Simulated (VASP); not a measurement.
# Ge (Cmmm) in VASP: a series of runs, part 2 of 2

VASP 6.6.1.

## 4. Single point, PBE (strain -0.050 along x and y, +0.000 along z)

INCAR reads:

```
SYSTEM = Ge
ALGO = Normal ; EDIFF = 1E-6
ENCUT = 520 ; GGA = PE
ISIF = 2 ; ISMEAR = 0
LASPH = .TRUE. ; LCHARG = .FALSE.
LREAL = .FALSE. ; LWAVE = .FALSE.
NBANDS = 13 ; NELM = 60
PREC = Accurate ; SIGMA = 0.15
```

KPOINTS reads:

```
k-points
0
G
  20 20 18
  0 0 0
```

POSCAR reads:

```
Ge
1.0
    1.3272915500     -2.4704902000      0.0000000000
    1.3272915500      2.4704902000      0.0000000000
    0.0000000000      0.0000000000      2.6982310000
Ge
1
Direct
    0.5000000000      0.5000000000      0.0000000000
```

Potentials or basis: VASP PAW PBE potentials, release 64 (Ge_d).

On the command line:

```bash
$ cat potpaw_PBE.64/Ge_d/POTCAR > POTCAR
$ mpirun -np 1 vasp_std > vasp.out
```

OUTCAR:

```text
SYSTEM = Ge
   EDIFF = 1E-6
   ENCUT = 520
   GGA = PE
   ISIF = 2
   ISMEAR = 0
   LASPH = .TRUE.
   LREAL = .FALSE.
   NELM = 60
   PREC = Accurate

 ion  position               nearest neighbor table
   1  0.500  0.500  0.000-

  LATTYP: Found a base centered orthorhombic cell.
 ALAT       =     2.6545831000
 B/A-ratio  =     1.8613018368
 C/A-ratio  =     1.0164424689

  Lattice vectors:

 A1 = (   1.3272915500,  -2.4704902000,   0.0000000000)
 A2 = (   1.3272915500,   2.4704902000,   0.0000000000)
 A3 = (   0.0000000000,   0.0000000000,   2.6982310000)

Analysis of symmetry for initial positions (statically):
=====================================================================
 Subroutine PRICEL returns:
 Original cell was already a primitive cell.

 Routine SETGRP: Setting up the symmetry group for a
 base centered orthorhombic supercell.

 Subroutine GETGRP returns: Found  8 space group operations
 (whereof  8 operations were pure point group operations)
 out of a pool of  8 trial point group operations.

The static configuration has the point symmetry D_2h.

Analysis of symmetry for dynamics (positions and initial velocities):
=====================================================================
 Subroutine PRICEL returns:
 Original cell was already a primitive cell.

 Routine SETGRP: Setting up the symmetry group for a
 base centered orthorhombic supercell.

 Subroutine GETGRP returns: Found  8 space group operations
 (whereof  8 operations were pure point group operations)
 out of a pool of  8 trial point group operations.

The dynamic configuration has the point symmetry D_2h.

 Subroutine INISYM returns: Found  8 space group operations
 (whereof  8 operations are pure point group operations),
 and found     1 'primitive' translations

----------------------------------------------------------------------------------------
[... 116 lines left out ...]
   GGA     = PE    functional components
   LHFCALC =     F    Hartree Fock is set to
   AEXX    =    0.0000 exact exchange contribution
   IVDW    =     0    specifies the selected vdW correction
   LEPSILON=     F    determine dielectric tensor
   LRPA    =     F    only Hartree local field effects (RPA)
 non-spin polarized calculation
 Gauss-broadening in eV      SIGMA  =   0.15
  energy-cutoff  :      520.00
  volume of cell :       17.70
 maximum number of plane-waves:       486
 NGX is ok and might be reduce to    24
   NGX = 11   NGY = 11   NGZ = 11

 number of electron      14.0000000 magnetization

 Free energy of the ion-electron system (eV)
  ---------------------------------------------------
  ext. energy  EPLUGINS =         0.00000000
  ---------------------------------------------------
  free energy    TOTEN  =        -4.21106844 eV

  energy without entropy =       -4.20673832  energy(sigma->0) =       -4.20890338

 E-fermi :   7.3535     XC(G=0): -11.5528

 val. band max:        7.3516711910   @ k =   0.4500   0.0000   0.3889
 cond. band min:       7.3543141649   @ k =   0.3000   0.2000   0.5000
 fundamental gap:      0.0026429739
 Fermi energy:         7.3534866922

 k-point     1 :       0.0000    0.0000    0.0000
  band No.  band energies     occupation
      1     -17.4844      2.00000
      2     -17.4274      2.00000
      3     -17.3525      2.00000
      4     -17.2240      2.00000
      5     -17.2023      2.00000
      6      -6.4205      2.00000
      7      13.1946      0.00000
      8      16.0568      0.00000
      9      16.9616      0.00000
     10      17.8648      0.00000
     11      21.0995      0.00000
     12      23.7984      0.00000
     13      23.8590      0.00000
[... 354 lines left out ...]
  band No.  band energies     occupation
      1     -17.4505      2.00000
      2     -17.3629      2.00000
      3     -17.2696      2.00000
      4     -17.2679      2.00000
      5     -17.2351      2.00000
      6      -3.5253      2.00000
      7       6.4581      2.00000
      8      11.4237      0.00000
      9      15.9319      0.00000
     10      17.4705      0.00000
     11      20.3554      0.00000
     12      27.4141      0.00000
     13      28.7189      0.00000

 [... further k-points ...]

------------------------ aborting loop because EDIFF is reached ----------------------------------------

  FORCE on cell =-STRESS in cart. coord.  units (eV):
  Direction    XX          YY          ZZ          XY          YZ          ZX
  --------------------------------------------------------------------------------------
  -------------------------------------------------------------------------------------
  Total        1.5058175      1.0445884      0.0732456      0.0000000      0.0000000      0.0000000
  in kB      136.3403322     94.5795371      6.6318296      0.0000000      0.0000000      0.0000000
  external PRESSURE =      79.1838996 kB  Pullay stress =       0.0000000 kB

 VOLUME and BASIS-vectors are now :
 -----------------------------------------------------------------------------
  energy-cutoff  :      520.00
  volume of cell :       17.70
      direct lattice vectors                 reciprocal lattice vectors
     1.327291550 -2.470490200  0.000000000     0.376706986 -0.202388983  0.000000000
     1.327291550  2.470490200  0.000000000     0.376706986  0.202388983  0.000000000
     0.000000000  0.000000000  2.698231000     0.000000000  0.000000000  0.370613191

 POSITION                                       TOTAL-FORCE (eV/Angst)
 -----------------------------------------------------------------------------------
      1.32729      0.00000      0.00000        -0.000000      0.000000      0.000000
 -----------------------------------------------------------------------------------
    total drift:                               -0.000000     -0.000000     -0.000000

  FREE ENERGIE OF THE ION-ELECTRON SYSTEM (eV)
  ---------------------------------------------------
  free  energy   TOTEN  =        -4.2110684379 eV

  energy  without entropy=       -4.2067383162  energy(sigma->0) =       -4.20890338
```

Wall time 3 min (1 thread of AMD EPYC 7R13, shared host); peak memory 0.3 GiB.

What came out:

| Quantity | Value |
| --- | --- |
| Free energy | -4.2111 eV |
| Pressure | 7.9 GPa |
| Band gap on the k mesh | zero (bands 7 and 8 overlap by 9.50 eV) |

Stress tensor (GPa, compression positive):
```
13.63  0.00  0.00
 0.00  9.46  0.00
 0.00  0.00  0.66
```

Levels at points of the mesh, in eV from the Fermi level:
```
           k point  band 4  band 5  band 6  band 7  band 8  band 9  band 10  band 11
(0.00, 0.00, 0.00)  -24.58  -24.56  -13.77    5.84    8.70    9.61    10.51    13.75
(0.50, 0.00, 0.00)  -24.59  -24.56   -7.62   -5.91    4.24    8.27    10.64    16.04
(0.50, 0.50, 0.00)  -24.57  -24.57   -8.64   -6.18    6.29    9.83    10.12    15.68
(0.00, 0.00, 0.50)  -24.64  -24.62  -10.09   -6.39   11.53   13.36    17.13    17.81
(0.50, 0.00, 0.50)  -24.56  -24.48   -3.47   -3.00   -1.47    3.44     7.04    12.46
(0.50, 0.50, 0.50)  -24.57  -24.50   -4.61   -3.21   -2.23    2.99     9.12    14.52
```

Caveat: the cell differs from its parent crystal (strain -0.050 along x and y, +0.000 along z); the stress differs along the axes, from 1 to 14 GPa.

## 5. Single point, PBE (strain -0.025 along x and y, -0.050 along z)

INCAR reads:

```
PREC = Accurate
ENCUT = 520
EDIFF = 1E-6
ISMEAR = 0
SIGMA = 0.15
LREAL = False
LASPH = True
NELM = 80
ALGO = Normal
ISIF = 2
LWAVE = False
LCHARG = True
GGA = PE
LELF = True
LVHAR = True
NBANDS = 13
```

KPOINTS reads:

```
regular mesh
0
Gamma
  20 20 18
```

POSCAR reads:

```
Ge
1.0
    1.3622202750     -2.5355031000      0.0000000000
    1.3622202750      2.5355031000      0.0000000000
    0.0000000000      0.0000000000      2.5633194500
Ge
1
Direct
    0.5000000000      0.5000000000      0.0000000000
```

On the command line:

```bash
$ cat potpaw_PBE.64/Ge_d/POTCAR > POTCAR
$ mpirun -np 1 vasp_std > vasp.out
```

Wall time 2.7 min (1 thread of AMD EPYC 7R13, shared host); peak memory 0.31 GiB.

It converged, with:

- Free energy: -4.2272 eV
- Pressure: 7.4 GPa
- Band gap on the k mesh: zero (bands 7 and 8 overlap by 10.82 eV)

Stress tensor (GPa, compression positive):
```
 6.92  0.00  0.00
 0.00  3.75  0.00
 0.00  0.00 11.65
```

Levels at points of the mesh, in eV from the Fermi level:
```tsv
k point	band 4	band 5	band 6	band 7	band 8	band 9	band 10	band 11
(0.00, 0.00, 0.00)	-24.61	-24.59	-13.78	7.42	7.92	9.05	10.89	12.91
(0.50, 0.00, 0.00)	-24.62	-24.62	-8.25	-5.99	3.39	7.45	12.25	17.75
(0.50, 0.50, 0.00)	-24.64	-24.60	-9.18	-6.22	5.29	9.22	11.50	17.45
(0.00, 0.00, 0.50)	-24.69	-24.62	-9.19	-6.40	10.97	12.64	16.55	16.86
(0.50, 0.00, 0.50)	-24.62	-24.49	-3.12	-2.34	-2.06	3.43	6.92	12.40
(0.50, 0.50, 0.50)	-24.63	-24.51	-4.19	-2.75	-2.51	3.04	8.85	14.34
```

Caveat: the cell differs from its parent crystal (strain -0.025 along x and y, -0.050 along z); the stress differs along the axes, from 4 to 12 GPa.

## 6. Single point, PBE (strain -0.050 along x and y, +0.025 along z)

INCAR reads:

```
PREC     = Accurate       # precision mode
ENCUT    = 520            # plane-wave cutoff, eV
EDIFF    = 1E-6           # SCF threshold, eV
ISMEAR   = 0              # smearing method
SIGMA    = 0.15           # smearing width, eV
LREAL    = False          # projectors in reciprocal space
LASPH    = True           # aspherical terms in the spheres
NELM     = 80             # most SCF steps
ALGO     = Normal         # electronic algorithm
ISIF     = 2              # what is computed and relaxed
LWAVE    = False          # write WAVECAR
LCHARG   = True           # write CHGCAR
GGA      = PE             # functional
LELF     = True           # ELF
LVHAR    = True         
NBANDS   = 13             # bands
```

KPOINTS is that of step 5.

POSCAR reads:

```
Ge
1.0
    1.3272915500     -2.4704902000      0.0000000000
    1.3272915500      2.4704902000      0.0000000000
    0.0000000000      0.0000000000      2.7656867750
Ge
1
Direct
    0.5000000000      0.5000000000      0.0000000000
```

Potentials or basis: VASP PAW PBE potentials, release 64 (Ge_d).

On the command line:

```bash
$ cat potpaw_PBE.64/Ge_d/POTCAR > POTCAR
$ mpirun -np 1 vasp_std > vasp.out
```

It took 3 min on 1 thread of AMD EPYC 7R13, shared host; peak memory 0.31 GiB.

Results (log left out):

- Free energy: -4.2075 eV
- Pressure: 6.0 GPa
- Band gap on the k mesh: zero (bands 7 and 8 overlap by 8.73 eV)

Stress tensor (GPa, compression positive):
```
12.92  0.00  0.00
 0.00  8.74  0.00
 0.00  0.00 -3.52
```

Levels at points of the mesh, in eV from the Fermi level:
| k point | band 3 | band 4 | band 5 | band 6 | band 7 | band 8 | band 9 | band 10 | band 11 | band 12 |
| --- | --- | --- | --- | --- | --- | --- | --- | --- | --- | --- |
| (0.00, 0.00, 0.00) | -24.69 | -24.57 | -24.55 | -13.57 | 5.12 | 8.89 | 9.01 | 10.70 | 13.88 | 16.60 |
| (0.50, 0.00, 0.00) | -24.65 | -24.59 | -24.54 | -7.40 | -5.74 | 4.42 | 8.44 | 9.91 | 15.40 | 15.63 |
| (0.50, 0.50, 0.00) | -24.64 | -24.56 | -24.56 | -8.42 | -6.02 | 6.47 | 9.11 | 10.27 | 15.03 | 15.26 |
| (0.00, 0.00, 0.50) | -24.65 | -24.62 | -24.60 | -10.26 | -6.22 | 11.40 | 13.23 | 16.98 | 17.98 | 19.09 |
| (0.50, 0.00, 0.50) | -24.65 | -24.55 | -24.48 | -3.67 | -3.12 | -1.24 | 3.50 | 6.92 | 12.27 | 14.19 |
| (0.50, 0.50, 0.50) | -24.62 | -24.56 | -24.51 | -4.80 | -3.34 | -2.00 | 3.04 | 8.99 | 14.33 | 16.01 |

Caveat: the cell differs from its parent crystal (strain -0.050 along x and y, +0.025 along z); the stress differs along the axes, from -4 to 13 GPa.

## 7. Overview

| cell | gap on the mesh (eV) | pressure (GPa) |
| --- | --- | --- |
| a = 2.804, b = 2.804, c = 2.563 Å, angles 90.0, 90.0, 123.5°, 1 atom | none | 13.1 |
| a = 2.804, b = 2.804, c = 2.631 Å, angles 90.0, 90.0, 123.5°, 1 atom | none | 10.2 |
| a = 2.804, b = 2.804, c = 2.698 Å, angles 90.0, 90.0, 123.5°, 1 atom | none | 7.9 |
| a = 2.878, b = 2.878, c = 2.563 Å, angles 90.0, 90.0, 123.5°, 1 atom | none | 7.4 |
| a = 2.804, b = 2.804, c = 2.766 Å, angles 90.0, 90.0, 123.5°, 1 atom | none | 6.0 |

Alike in all rows: task single point; level PBE; potentials or basis VASP PAW PBE potentials, release 64 (Ge_d); no spin polarisation; k mesh 20 × 20 × 18; cutoff (eV) 520; smearing gaussian 0.15 eV.

Caveats: the cell stands under pressure (at least some runs); the stress differs along the axes, from 6 to 14 GPa (at least some runs); the stress differs along the axes, from 1 to 14 GPa (at least some runs); the stress differs along the axes, from 4 to 12 GPa (at least some runs); the stress differs along the axes, from -4 to 13 GPa (at least some runs).

Total energies depend on the potentials used, so only differences within one code and one set of settings carry meaning.
